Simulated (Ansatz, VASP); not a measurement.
## ZrH: VASP beside Ansatz

The input INCAR:

```
SYSTEM = ZrH
ALGO = Normal
EDIFF = 1E-6
ENCUT = 500
GGA = PS
GGA_COMPAT = .FALSE.
ISIF = 2
ISMEAR = 1
LASPH = .TRUE.
LCHARG = .FALSE.
LREAL = .FALSE.
LWAVE = .FALSE.
NBANDS = 21
NELM = 120
PREC = Accurate
SIGMA = 0.1
```

The input KPOINTS:

```
k-points
0
G
  6 6 4
  0 0 0
```

POSCAR

```
ZrH
1.0
    3.2427920000      0.0000000000      0.0000000000
    0.0000000000      3.2427920000      0.0000000000
    0.0000000000      0.0000000000      4.9480000000
Zr H
2 2
Direct
    0.0000000000      0.5000000000      0.0000000000
    0.5000000000      0.0000000000      0.5000000000
    0.0000000000      0.0000000000      0.7500000000
    0.0000000000      0.0000000000      0.2500000000
```

Input for Ansatz:

```yaml
crystal:
  lattice:
    - [3.242792, 0.0, 0.0]
    - [0.0, 3.242792, 0.0]
    - [0.0, 0.0, 4.948]
  atoms:
    - { symbol: Zr, position: [0.0, 0.5, 0.0] }
    - { symbol: Zr, position: [0.5, 0.0, 0.5] }
    - { symbol: H, position: [0.0, 0.0, 0.75] }
    - { symbol: H, position: [0.0, 0.0, 0.25] }
kpoints:
  mp_grid:
    grid: [6, 6, 4]
hamiltonian:
  xc: pbesol
  pseudopotentials:
    kind: paw
scf:
  occupations:
    method: cold
    width: 0.1
output:
  forces: true
  stress: true
```

Alike in both runs: task single point; functional PBEsol; k mesh 6 × 6 × 4; no spin polarisation.

```csv
,VASP,Ansatz
version,VASP 6.6.1,Ansatz 0.2.0
potentials or method,"VASP PAW PBE potentials, release 64 (Zr_sv, H)","plane waves, PAW"
plane-wave cutoff (eV),500,420
occupations,"methfessel-paxton of order 1, width 0.1 eV","cold, width 0.1 eV"
valence electrons in the cell,26,26
```

```tsv
	VASP	Ansatz	Ansatz less VASP
pressure (GPa)	-2.6	-2.6	-0.04
traceless stress, the component that is largest in VASP (GPa)	0.99	1.02	+0.028
```

VASP's potentials were made for PBE, not for PBEsol.
